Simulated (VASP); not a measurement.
Hf: relaxation of cell and atoms with PBE

The system is Hf.

```
Hf
1.0
     3.19670    0.00000    0.00000
    -1.59835    2.76842    0.00000
     0.00000    0.00000    5.05780
Hf
2
Direct
  0.33333 0.66667 0.25000
  0.66667 0.33333 0.75000
```

```yaml
Program: VASP 6.6.1
Task: relaxation of cell and atoms
Functional: PBE
Potentials_or_basis: VASP PAW PBE potentials, release 64 (Hf_pv)
Cutoff: 500 eV
k_mesh: 7 × 7 × 4
Occupations: fermi-dirac, width 0.05 eV
Spin: no spin polarisation
Dipole_correction: no
Further_INCAR_settings: ALGO = Normal; EDIFF = 1e-07; IBRION = 2; EDIFFG = -0.02; NSW = 80; ISIF = 3
```

```yaml
Relaxed_volume: 22.47 Å³/atom
Relaxed_cell: a = 3.190 Å, b = 3.190 Å, c = 5.100 Å, α = 90.00°, β = 90.00°, γ = 120.00°
Space_group_after_relaxing_to_0.1_Å: P6_3/mmc (No. 194)
Energy_gained_by_relaxing: 0.7 meV/atom
Ionic_steps: 4
Pressure_after_relaxing: 0.1 GPa
Band_gap_on_the_k_mesh: zero (bands 10 and 11 overlap by 1.41 eV)
```

Stress tensor (GPa, compression positive):
```
 0.11  0.00  0.00
 0.00  0.11  0.00
 0.00  0.00 -0.02
```

The path:
```csv
step,energy change (eV),largest force (eV/Å),pressure (GPa),volume (Å³)
1,0.0000,0.0000,0.53,44.76
2,-0.0009,0.0000,-0.68,45.24
3,-0.0012,0.0000,-0.27,45.08
4,-0.0015,0.0000,0.07,44.93
```

Final structure:
```
CELL_PARAMETERS angstrom
3.18977 0.00000 0.00000
-1.59489 2.76243 0.00000
0.00000 0.00000 5.09958
ATOMIC_POSITIONS crystal
Hf 0.33333 0.66667 0.25000
Hf 0.66667 0.33333 0.75000
```

Levels at points of the mesh, in eV from the Fermi level:
```
           k point  band 7  band 8  band 9  band 10  band 11  band 12  band 13  band 14
(0.00, 0.00, 0.00)   -7.42   -3.78    0.49     1.14     1.14     1.31     1.93     1.93
(0.00, 0.00, 0.50)   -5.48   -5.48    0.05     0.05     1.06     1.06     1.06     1.06
```

Wall time 61 s on 1 thread of Intel Xeon 8259CL, with other jobs on the host, peak memory 0.17 GiB.

Caveat: spin-orbit coupling is left out, which moves the levels of the heavy elements. PBE usually gives volumes a little too large and moduli too small.
